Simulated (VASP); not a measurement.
Wanted: the native input for a VASP 6.6.1 run.

```
Task                   : single point
Functional             : LDA
Potentials or basis    : VASP PAW LDA potentials, release 64 (C)
Cutoff                 : 520 eV
k mesh                 : 10 × 10 × 4
Occupations            : gaussian, width 0.01 eV
Spin                   : no spin polarisation
Dipole correction      : no
Further INCAR settings : ALGO = Normal; EDIFF = 1e-07; NBANDS = 16
```

The structure of C lies in POSCAR:

```
C
1.0
    2.4373526858      0.0000000000      0.0000000000
   -1.2186763429      2.1108093439      0.0000000000
    0.0000000000      0.0000000000      6.1686077066
C
4
Direct
    0.0000000000      0.0000000000      0.0025000000
    0.0000000000      0.0000000000      0.5025000000
    0.3333333333      0.6666666667      0.0025000000
    0.6666666667      0.3333333333      0.5025000000
```

One way to write it, as run:

INCAR

```
PREC = Accurate
ENCUT = 520
EDIFF = 1E-7
ISMEAR = 0
SIGMA = 0.01
LREAL = False
LASPH = True
NELM = 100
ALGO = Normal
ISIF = 2
LWAVE = False
LCHARG = False
NBANDS = 16
```

KPOINTS

```
Automatic mesh
0
Gamma
  10 10 4
```

Potentials or basis: VASP PAW LDA potentials, release 64 (C).

Command:

```console
$ cat potpaw_LDA.64/C/POTCAR > POTCAR
$ mpirun -np 1 vasp_std > vasp.out
```

It gave:

```yaml
Pressure: 4.9 GPa
Band_gap_on_the_k_mesh: 0.85 eV, direct
```

Wall time 11 s on 1 thread of Intel(R) Xeon(R) Platinum 8488C (Sapphire Rapids), with other jobs on the host, peak memory 0.13 GiB.
